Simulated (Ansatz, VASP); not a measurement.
**One calculation of Rh, two programs**

File INCAR:

```
SYSTEM = Rh
PREC = Accurate ; ENCUT = 520
EDIFF = 1E-6 ; ISMEAR = 0
SIGMA = 0.15 ; LREAL = .FALSE.
LASPH = .TRUE. ; NELM = 60
ALGO = Fast ; ISIF = 2
LWAVE = .FALSE. ; LCHARG = .TRUE.
GGA = CA ; LELF = .TRUE.
LVHAR = .TRUE. ; NBANDS = 14
```

File KPOINTS:

```
regular mesh
0
G
  22 22 22
  0 0 0
```

The input POSCAR:

```
Rh
1.0
    0.0000000000      2.1169144820      1.5544503041
    2.1169144820      0.0000000000      1.5544503041
    2.1169144820      2.1169144820      0.0000000000
Rh
1
Direct
    0.0000000000      0.0000000000      0.0000000000
```

Input for Ansatz:

```yaml
crystal:
  lattice:
    - [0.0, 2.116914482, 1.5544503041]
    - [2.116914482, 0.0, 1.5544503041]
    - [2.116914482, 2.116914482, 0.0]
  atoms:
    - { symbol: Rh, position: [0.0, 0.0, 0.0] }
basis:
  ecutwfc: 420
kpoints:
  mp_grid: { grid: [22, 22, 22] }
hamiltonian:
  xc: lda
  pseudopotentials: { kind: paw, azcp: { folder: soft_1 } }
scf:
  occupations: { method: gaussian, width: 0.15 }
output:
  forces: true
  stress: true
  eigenvalues: true
```

Alike in both runs: task single point; functional LDA; k mesh 22 × 22 × 22; occupations gaussian, width 0.15 eV; no spin polarisation.

```csv
,VASP,Ansatz
version,VASP 6.6.1,Ansatz 0.2.0
potentials or method,"VASP PAW LDA potentials, release 64 (Rh_pv), cutoff 520 eV","scalar-relativistic, plane waves, PAW"
valence electrons in the cell,15,17
```

Ansatz gave:

- gap on the k mesh at the Fermi level (eV): none
- pressure (GPa): -6.9
- traceless stress, the component that is largest in VASP (GPa): 8.04

Question: What did VASP give for the same quantities?

Answer: gap on the k mesh at the Fermi level (eV): none; pressure (GPa): -6.1; traceless stress, the component that is largest in VASP (GPa): 7.96.

Ansatz warns that its potentials were made for another functional, while VASP's fit it. LDA's correlation is that of Perdew and Zunger in VASP and of Perdew and Wang (1992) in Ansatz. A gap of «none» marks a metal or a gap that the smearing closes. VASP's potentials hold 15 valence electrons a cell and Ansatz's 17, so a difference there can come from the potentials and not from the codes.
